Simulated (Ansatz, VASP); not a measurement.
# One calculation of KHfAs, two programs

INCAR

```
SYSTEM = KHfAs
PREC = Accurate ; ENCUT = 600
EDIFF = 1E-6 ; ISMEAR = 0
SIGMA = 0.1 ; LREAL = .False.
LASPH = .True. ; NELM = 80
ALGO = Fast ; ISIF = 3
LWAVE = .False. ; LCHARG = .False.
GGA = PE ; IBRION = 2
NSW = 100 ; EDIFFG = -0.01
```

KPOINTS

```
regular mesh
0
Gamma
  10 10 10
  0 0 0
```

The input POSCAR:

```
KHfAs
1.0
    4.6581778264      0.0000000000      0.0000000000
    0.0000000000      4.6581778264      0.0000000000
    0.0000000000      0.0000000000      5.0930958728
K Hf As
1 1 1
Direct
    0.5000000000      0.5000000000      0.5000000000
    0.0000000000      0.0000000000      0.0000000000
    0.0000000000      0.0000000000      0.5000000000
```

Input for Ansatz:

```yaml
crystal:
  lattice:
    - [4.6581778264, 0.0, 0.0]
    - [0.0, 4.6581778264, 0.0]
    - [0.0, 0.0, 5.0930958728]
  atoms:
    - { symbol: K, position: [0.5, 0.5, 0.5] }
    - { symbol: Hf, position: [0.0, 0.0, 0.0] }
    - { symbol: As, position: [0.0, 0.0, 0.5] }
basis:
  ecutwfc: 420
kpoints:
  mp_grid: { grid: [10, 10, 10] }
hamiltonian:
  xc: pbe
scf:
  occupations: { method: gaussian, width: 0.1 }
output:
  forces: true
  stress: true
  eigenvalues: true
relax:
  adjacent_minimum: "off"
  f_tol: 0.01
  max_steps: 80
  cell: { stress_tol: 0.05 }
```

Alike in both runs: task relaxation of cell and atoms; functional PBE; k mesh 10 × 10 × 10; occupations gaussian, width 0.1 eV; no spin polarisation.

```csv
,VASP,Ansatz
version,VASP 6.6.1,Ansatz 0.2.0
potentials or method,"VASP PAW PBE potentials, release 64 (K_sv, Hf_pv, As), cutoff 600 eV","scalar-relativistic, plane waves, PAW"
valence electrons in the cell,24,50
```

|  | VASP | Ansatz | Ansatz less VASP |
| --- | --- | --- | --- |
| gap on the k mesh at the Fermi level, each at its own relaxed structure (eV) | none | none | - |
| relaxed volume (Å³/atom) | 36.80 | 36.76 | -0.035 |
| relaxed length of the cell vector where the two differ most in proportion (Å) | 4.658 | 4.654 | -0.0031 |

A gap of «none» marks a metal or a gap that the smearing closes. VASP's potentials hold 24 valence electrons a cell and Ansatz's 50, so a difference there can come from the potentials and not from the codes.

Neither program's run includes spin-orbit coupling.
